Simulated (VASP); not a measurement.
# MnHg (P4/mmm) in VASP: single point with PBEsol

Aim: the single point of MnHg with PBEsol.

Everything below comes from runs of VASP 6.6.1. Logs are shortened: lines on timing, memory, paths and dates and some standing lists are left out, and cuts for length are marked.

**1. The cell of the first run**

Symmetry: P4/mmm, No. 123, tetragonal system. The conventional cell has a = 3.189 Å, b = 3.189 Å, c = 3.313 Å, α = 90.00°, β = 90.00°, γ = 90.00°. Within 3.7 Å of Mn (site symmetry 4/mmm) lie 8 Hg at 2.80 Å and 6 Mn at 3.19 to 3.31 Å. Within 3.7 Å of Hg (site symmetry 4/mmm) lie 8 Mn at 2.80 Å and 6 Hg at 3.19 to 3.31 Å.

**2. Single point, PBEsol, collinear spin, ferromagnetic start (strain -0.030 along x and y, +0.000 along z)**

INCAR

```
SYSTEM = MnHg
PREC = Accurate
ENCUT = 520
EDIFF = 1E-7
ISMEAR = 0
SIGMA = 0.15
LREAL = .FALSE.
LASPH = .TRUE.
NELM = 150
ALGO = Normal
ISIF = 2
LWAVE = .FALSE.
LCHARG = .TRUE.
ISPIN = 2
MAGMOM = 4.21 0
LORBIT = 11
LMAXMIX = 4
GGA = PS
LELF = .TRUE.
LVHAR = .TRUE.
NBANDS = 24
```

KPOINTS

```
regular mesh
0
G
  14 14 14
  0 0 0
```

POSCAR

```
MnHg
1.0
    3.1893600000      0.0000000000      0.0000000000
    0.0000000000      3.1893600000      0.0000000000
    0.0000000000      0.0000000000      3.3130000000
Mn Hg
1 1
Direct
    0.5000000000      0.5000000000      0.5000000000
    0.0000000000      0.0000000000      0.0000000000
```

Potentials or basis: VASP PAW PBE potentials, release 64 (Mn_pv, Hg).

The run is started by

```console
$ cat potpaw_PBE.64/Mn_pv/POTCAR potpaw_PBE.64/Hg/POTCAR > POTCAR
$ mpirun -np 1 vasp_std > vasp.out
```

OUTCAR:

```text
SYSTEM = MnHg
   PREC = Accurate
   ENCUT = 520
   EDIFF = 1E-7
   ISMEAR = 0
   LREAL = .FALSE.
   LASPH = .TRUE.
   NELM = 150
   ISIF = 2
   ISPIN = 2
   LORBIT = 11
   GGA = PS

 ion  position               nearest neighbor table
   1  0.500  0.500  0.500-   2 2.80   2 2.80   2 2.80   2 2.80   2 2.80   2 2.80   2 2.80   2 2.80

   2  0.000  0.000  0.000-   1 2.80   1 2.80   1 2.80   1 2.80   1 2.80   1 2.80   1 2.80   1 2.80

  LATTYP: Found a simple tetragonal cell.
 ALAT       =     3.1893600000
 C/A-ratio  =     1.0387663983

  Lattice vectors:

 A1 = (   3.1893600000,   0.0000000000,   0.0000000000)
 A2 = (   0.0000000000,   3.1893600000,   0.0000000000)
 A3 = (   0.0000000000,   0.0000000000,   3.3130000000)

Analysis of symmetry for initial positions (statically):
=====================================================================
 Subroutine PRICEL returns:
 Original cell was already a primitive cell.

 Routine SETGRP: Setting up the symmetry group for a
 simple tetragonal supercell.

 Subroutine GETGRP returns: Found 16 space group operations
 (whereof 16 operations were pure point group operations)
 out of a pool of 16 trial point group operations.

The static configuration has the point symmetry D_4h.

Analysis of symmetry for dynamics (positions and initial velocities):
=====================================================================
 Subroutine PRICEL returns:
 Original cell was already a primitive cell.

 Routine SETGRP: Setting up the symmetry group for a
 simple tetragonal supercell.

 Subroutine GETGRP returns: Found 16 space group operations
 (whereof 16 operations were pure point group operations)
 out of a pool of 16 trial point group operations.

The dynamic configuration has the point symmetry D_4h.

Analysis of structural, dynamic, and magnetic symmetry:
=====================================================================
 Subroutine PRICEL returns:
 Original cell was already a primitive cell.

 Routine SETGRP: Setting up the symmetry group for a
 simple tetragonal supercell.

 Subroutine GETGRP returns: Found 16 space group operations
 (whereof 16 operations were pure point group operations)
 out of a pool of 16 trial point group operations.

The overall configuration has the point symmetry D_4h.

 Subroutine INISYM returns: Found 16 space group operations
 (whereof 16 operations are pure point group operations),
 and found     1 'primitive' translations

----------------------------------------------------------------------------------------

                                     Primitive cell

  volume of cell :      33.6999

  direct lattice vectors                    reciprocal lattice vectors
     3.189360000  0.000000000  0.000000000     0.313542529  0.000000000  0.000000000
     0.000000000  3.189360000  0.000000000     0.000000000  0.313542529  0.000000000
     0.000000000  0.000000000  3.313000000     0.000000000  0.000000000  0.301841232

  length of vectors
     3.189360000  3.189360000  3.313000000     0.313542529  0.313542529  0.301841232

  position of ions in fractional coordinates (direct lattice)
     0.500000000  0.500000000  0.500000000
     0.000000000  0.000000000  0.000000000

  ion indices of the primitive-cell ions
   primitive index   ion index
                 1           1
                 2           2

----------------------------------------------------------------------------------------

 KPOINTS: regular mesh

Automatic generation of k-mesh.
 Grid dimensions read from file:
 generate k-points for:   14   14   14

 Generating k-lattice:

  Cartesian coordinates                     Fractional coordinates (reciprocal lattice)
     0.022395895  0.000000000  0.000000000     0.071428571  0.000000000  0.000000000
     0.000000000  0.022395895  0.000000000     0.000000000  0.071428571  0.000000000
     0.000000000  0.000000000  0.021560088     0.000000000  0.000000000  0.071428571

  Length of vectors
     0.022395895  0.022395895  0.021560088

  Shift w.r.t. Gamma in fractional coordinates (k-lattice)
     0.000000000  0.000000000  0.000000000

 Subroutine IBZKPT returns following result:
 ===========================================

 Found    288 irreducible k-points:

 Following reciprocal coordinates:
            Coordinates               Weight
  0.000000  0.000000  0.000000      1.000000
  0.071429  0.000000  0.000000      4.000000
  0.142857  0.000000  0.000000      4.000000
  0.214286  0.000000  0.000000      4.000000
  0.285714  0.000000  0.000000      4.000000
  0.357143  0.000000  0.000000      4.000000
[... 16 lines left out ...]
  0.285714  0.214286  0.000000      8.000000
  0.357143  0.214286  0.000000      8.000000
 [... further k-points ...]
   k-points           NKPTS =    288   k-points in BZ     NKDIM =    288   number of bands    NBANDS=     24
   number of dos      NEDOS =    301   number of ions     NIONS =      2
   total plane-waves  NPLWV =  16128
   dimension x,y,z NGX =    24 NGY =   24 NGZ =   28
   dimension x,y,z NGXF=    48 NGYF=   48 NGZF=   56
   ions per type =               1   1
   NGX,Y,Z   is equivalent  to a cutoff of  12.51, 12.51, 14.05 a.u.
   NGXF,Y,Z  is equivalent  to a cutoff of  25.02, 25.02, 28.10 a.u.
 SYSTEM =  MnHg
   PREC   = accura    normal or accurate (medium, high low for compatibility)
   ISTART =      0    job   : 0-new  1-cont  2-samecut
   ICHARG =      2    charge: 1-file 2-atom 10-const
   ISPIN  =      2    spin polarized calculation?
   LNONCOLLINEAR =      F non collinear calculations
   LSORBIT =      F    spin-orbit coupling
   LASPH  =      T    aspherical Exc in radial PAW
   ENCUT  =  520.0 eV  38.22 Ry    6.18 a.u.   5.93  5.93  6.16*2*pi/ulx,y,z
   NELM   =    150;   NELMIN=  2; NELMDL= -5     # of ELM steps
   EDIFF  = 0.1E-06   stopping-criterion for ELM
   LREAL  =      F    real-space projection
   EDIFFG = 0.1E-05   stopping-criterion for IOM
   NSW    =      0    number of steps for IOM
   IBRION =     -1    ionic relax: 0-MD 1-quasi-New 2-CG
   NFREE  =      0    steps in history (QN), initial steepest desc. (CG)
   ISIF   =      2    stress and relaxation
   ISYM   =      2    0-nonsym 1-usesym 2-fastsym
   POTIM  = 0.5000    time-step for ionic-motion
   TEBEG  =    0.0;   TEEND  =   0.0 temperature during run
   PSTRESS=    0.0 pullay stress
   NELECT =      25.0000    total number of electrons
   NUPDOWN=      -1.0000    fix difference up-down
   EMIN   =  10.00;   EMAX   =-10.00  energy-range for DOS
   EFERMI =   0.00;   METHOD = LEGACY
   ISMEAR =     0;   SIGMA  =   0.15  broadening in eV -4-tet -1-fermi 0-gaus
   EFERMI_NEDOS =   21; number of points for ismear=-14 and -15
   IALGO  =     38    algorithm
   IMIX   =      4    mixing-type and parameters
     AMIX     =   0.40;   BMIX     =  1.00
     AMIX_MAG =   1.60;   BMIX_MAG =  1.00
  volume/ion in A,a.u.               =      16.85       113.71
  Fermi-wavevector in a.u.,A,eV,Ry     =   1.481990  2.800555 29.882406  2.196295
  Thomas-Fermi vector in A             =   2.595832
   LORBIT       =     11    0 simple, 1 ext, 2 COOP (PROOUT), +10 PAW based schemes
   GGA     = PS    functional components
   LHFCALC =     F    Hartree Fock is set to
   AEXX    =    0.0000 exact exchange contribution
   IVDW    =     0    specifies the selected vdW correction
   LEPSILON=     F    determine dielectric tensor
   LRPA    =     F    only Hartree local field effects (RPA)
 spin polarized calculation
 Gauss-broadening in eV      SIGMA  =   0.15
  energy-cutoff  :      520.00
  volume of cell :       33.70
 maximum number of plane-waves:       932
 NGX is ok and might be reduce to    24
   NGX = 11   NGY = 11   NGZ = 13

 number of electron      25.0000017 magnetization       3.6907238

 Free energy of the ion-electron system (eV)
  ---------------------------------------------------
  ext. energy  EPLUGINS =         0.00000000
  ---------------------------------------------------
  free energy    TOTEN  =        -9.57464620 eV

  energy without entropy =       -9.55108828  energy(sigma->0) =       -9.56286724

 E-fermi :   6.0225     XC(G=0): -12.2685

 val. band max:        6.0201432913   @ k =   0.1429   0.0714   0.3571
 cond. band min:       6.0241293012   @ k =   0.1429   0.0000   0.2857
 fundamental gap:      0.0039860099
 Fermi energy:         6.0224529687

 spin component 1

 k-point     1 :       0.0000    0.0000    0.0000
  band No.  band energies     occupation
      1     -43.7414      1.00000
      2     -43.6968      1.00000
      3     -43.6968      1.00000
      4      -4.1734      1.00000
      5      -2.5856      1.00000
      6      -2.5276      1.00000
[... 16 lines left out ...]
     23      23.7337      0.00000
     24      27.7892      0.00000
[... 598 lines left out ...]
      2     -43.7180      1.00000
      3     -43.7056      1.00000
      4      -2.3907      1.00000
      5      -2.1075      1.00000
      6      -1.6816      1.00000
[... 16 lines left out ...]
     23      24.7191      0.00000
     24      25.0817      0.00000

 [... further k-points ...]

 spin component 2

 k-point     1 :       0.0000    0.0000    0.0000
  band No.  band energies     occupation
      1     -39.9349      1.00000
      2     -39.9094      1.00000
      3     -39.9094      1.00000
      4      -3.9265      1.00000
      5      -2.5572      1.00000
      6      -2.4825      1.00000
[... 16 lines left out ...]
     23      23.8587      0.00000
     24      28.6363      0.00000
[... 598 lines left out ...]
      2     -39.9320      1.00000
      3     -39.9200      1.00000
      4      -2.3020      1.00000
      5      -2.0268      1.00000
      6      -1.6814      1.00000
[... 16 lines left out ...]
     23      25.2500      0.00000
     24      25.5727      0.00000

 [... further k-points ...]

------------------------ aborting loop because EDIFF is reached ----------------------------------------

  FORCE on cell =-STRESS in cart. coord.  units (eV):
  Direction    XX          YY          ZZ          XY          YZ          ZX
  --------------------------------------------------------------------------------------
  -------------------------------------------------------------------------------------
  Total        0.3678791      0.3678791      0.3288853      0.0000000      0.0000000     -0.0000000
  in kB       17.4898953     17.4898953     15.6360319      0.0000000      0.0000000     -0.0000000
  external PRESSURE =      16.8719408 kB  Pullay stress =       0.0000000 kB

 VOLUME and BASIS-vectors are now :
 -----------------------------------------------------------------------------
  energy-cutoff  :      520.00
  volume of cell :       33.70
      direct lattice vectors                 reciprocal lattice vectors
     3.189360000  0.000000000  0.000000000     0.313542529  0.000000000  0.000000000
     0.000000000  3.189360000  0.000000000     0.000000000  0.313542529  0.000000000
     0.000000000  0.000000000  3.313000000     0.000000000  0.000000000  0.301841232

 POSITION                                       TOTAL-FORCE (eV/Angst)
 -----------------------------------------------------------------------------------
      1.59468      1.59468      1.65650         0.000000      0.000000      0.000000
      0.00000      0.00000      0.00000         0.000000      0.000000      0.000000
 -----------------------------------------------------------------------------------
    total drift:                                0.000000      0.000000     -0.000000

  FREE ENERGIE OF THE ION-ELECTRON SYSTEM (eV)
  ---------------------------------------------------
  free  energy   TOTEN  =        -9.5746462009 eV

  energy  without entropy=       -9.5510882817  energy(sigma->0) =       -9.56286724

 total charge

# of ion       s       p       d       tot
------------------------------------------
    1        0.261   6.200   5.021  11.482
    2        0.820   0.579   9.253  10.651
--------------------------------------------------
tot          1.081   6.779  14.273  22.133

 magnetization (x)

# of ion       s       p       d       tot
------------------------------------------
    1        0.022   0.013   3.588   3.622
    2       -0.049  -0.058   0.050  -0.057
--------------------------------------------------
tot         -0.027  -0.046   3.637   3.565
```

It took 8.9 min on 1 thread of Intel Xeon 8259CL, shared host; peak memory 0.44 GiB.

What came out:

```yaml
Free_energy: -9.5746 eV
Pressure: 1.7 GPa
Net_moment: 3.69 μB per cell
Site_moments: Mn +3.62; Hg -0.06 μB
Valence_electrons_inside_the_program's_atomic_spheres: Mn 11.48; Hg 10.65
```

Caveat: the cell differs from its parent crystal (strain -0.030 along x and y, +0.000 along z); the PAW data sets were made with another functional, which shifts forces and pressure a little; spin-orbit coupling is left out, which moves the levels of the heavy elements.
